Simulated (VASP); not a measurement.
Here is a VASP 6.6.1 calculation.

The input INCAR:

```
SYSTEM = SiC2
PREC = Accurate
ENCUT = 520
EDIFF = 1E-6
ISMEAR = 0
SIGMA = 0.1
LREAL = .FALSE.
LASPH = .TRUE.
NELM = 100
ALGO = Normal
ISIF = 2
LWAVE = .FALSE.
LCHARG = .FALSE.
GGA = PE
NBANDS = 21
```

KPOINTS

```
regular mesh
0
G
  6 6 2
  0 0 0
```

The input POSCAR:

```
SiC2
1.0
    2.5605029934     -0.0000000028      0.0000000000
   -1.2802514943      2.2174606402      0.0000000000
    0.0000000000      0.0000000000      8.9183377272
Si C
2 4
Direct
    0.3333333333      0.6666666667      0.7500000000
    0.6666666667      0.3333333333      0.2500000000
    0.3333333333      0.6666666667     -0.0238863981
    0.3333333333      0.6666666667      0.5238863981
    0.6666666667      0.3333333333      0.4761136019
    0.6666666667      0.3333333333      1.0238863981
```

Potentials or basis: VASP PAW PBE potentials, release 64 (Si, C).

The run is started by

```sh
$ cat potpaw_PBE.64/Si/POTCAR potpaw_PBE.64/C/POTCAR > POTCAR
$ mpirun -np 1 vasp_std > vasp.out
```

(1) Predict the pressure.

(2) Predict the band gap on the k mesh.

(3) Estimate the largest force.

Answers

(1) -0.1 GPa.

(2) zero (band 12 reaches 14.22 eV, above the bottom of band 13 at 7.71 eV).

(3) 0.009 eV/Å.

Caveat: the k points lie up to 0.47 Å⁻¹ apart.
